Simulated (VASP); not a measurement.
NiSb:

```xyz
4
Lattice="3.9451 0.0000 0.0000 -1.9725 3.4165 0.0000 0.0000 0.0000 5.1268" Properties=species:S:1:pos:R:3 pbc="T T T"
Ni    0.0000    0.0000    0.0000
Ni    0.0000    0.0000    2.5634
Sb    0.0000    2.2777    1.2817
Sb    1.9725    1.1388    3.8451
```

Base run:

- Program: VASP 6.6.1
- Functional: revPBE
- Potentials or basis: VASP PAW PBE potentials, release 64 (Ni, Sb)
- Cutoff: 520 eV
- k mesh: 8 × 8 × 6
- Occupations: gaussian, width 0.05 eV
- Spin: collinear spin, ferromagnetic start
- Starting moments: [0.05, 0.05, 0.0, 0.0] μB

Its results: band gap on the k mesh zero (filled and empty bands overlap); pressure 4.5 GPa; net moment 0.00 μB per cell.

Q: The run is repeated on the same cell with these changes: functional from revPBE to RPBE; further incar settings from ALGO = Normal; EDIFF = 1e-07; NBANDS = 27 to ALGO = Normal; EDIFF = 1e-06; NBANDS = 27. What comes out?

A: Band gap on the k mesh zero (filled and empty bands overlap); pressure 5.3 GPa; net moment 0.00 μB per cell.

Caveats: the PAW data sets were made with another functional, which shifts forces and pressure a little; spin-orbit coupling is left out, which moves the levels of the heavy elements.
